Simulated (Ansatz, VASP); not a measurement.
**AlN: VASP beside Ansatz**

```
Al N
1.0
     0.00000    1.98922    1.98922
     1.98922    0.00000    1.98922
     1.98922    1.98922    0.00000
Al N
1 1
Direct
  0.50000 0.50000 0.50000
  0.00000 0.00000 0.00000
```

Alike in both runs: task single point; functional PBEsol; k mesh 10 × 10 × 10; occupations gaussian, width 0.02 eV; no spin polarisation.

```csv
,VASP,Ansatz
version,VASP 6.6.1,Ansatz 0.2.0
potentials or method,"VASP PAW PBE potentials, release 64 (Al, N), cutoff 600 eV","scalar-relativistic, plane waves, PAW"
valence electrons in the cell,8,8
```

VASP gave:

| Quantity | Value |
| --- | --- |
| gap on the k mesh at the Fermi level (eV) | 5.03 |
| least direct gap on the mesh (eV) | 6.39 |
| pressure (GPa) | 14.3 |

Task: Estimate Ansatz's values.

Result: gap on the k mesh at the Fermi level (eV): 5.03; least direct gap on the mesh (eV): 6.36; pressure (GPa): 14.5.

VASP's potentials were made for PBE, not for PBEsol.
